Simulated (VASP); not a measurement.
A run of VASP 6.6.1 is set up as follows.

Contents of INCAR:

```
PREC     = Accurate       # precision mode
ENCUT    = 520            # plane-wave cutoff, eV
EDIFF    = 1E-6           # SCF threshold, eV
ISMEAR   = 0              # smearing method
SIGMA    = 0.271          # smearing width, eV
LREAL    = F              # projectors in reciprocal space
LASPH    = T              # aspherical terms in the spheres
NELM     = 60             # most SCF steps
ALGO     = Normal         # electronic algorithm
ISIF     = 2              # what is computed and relaxed
LWAVE    = F              # write WAVECAR
LCHARG   = F              # write CHGCAR
GGA      = PE             # functional
NBANDS   = 17             # bands
```

File KPOINTS:

```
regular mesh
0
Gamma
  5 5 4
```

The input POSCAR:

```
Si2Hg
1.0
    1.9392010000      3.3587890000      0.0000000000
   -1.9392010000      3.3587890000      0.0000000000
    0.0000000000      0.0000000000      4.1548910000
Si Hg
2 1
Direct
    0.3333000000      0.3334000000      0.5000000000
    0.6666000000      0.6667000000      0.5000000000
    0.0000000000      0.0000000000      0.0000000000
```

Potentials or basis: VASP PAW PBE potentials, release 64 (Si, Hg).

Launch:

```bash
$ cat potpaw_PBE.64/Si/POTCAR potpaw_PBE.64/Hg/POTCAR > POTCAR
$ mpirun -np 1 vasp_std > vasp.out
```

(1) What does it give for the largest force?

(2) Predict the pressure.

(3) Estimate the band gap on the k mesh.

## Answers

(1) 0.004 eV/Å.

(2) 13.2 GPa.

(3) zero (band 10 reaches 7.77 eV, above the bottom of band 11 at 5.80 eV).

Caveat: the k points lie up to 0.38 Å⁻¹ apart; spin-orbit coupling is left out, which moves the levels of the heavy elements.
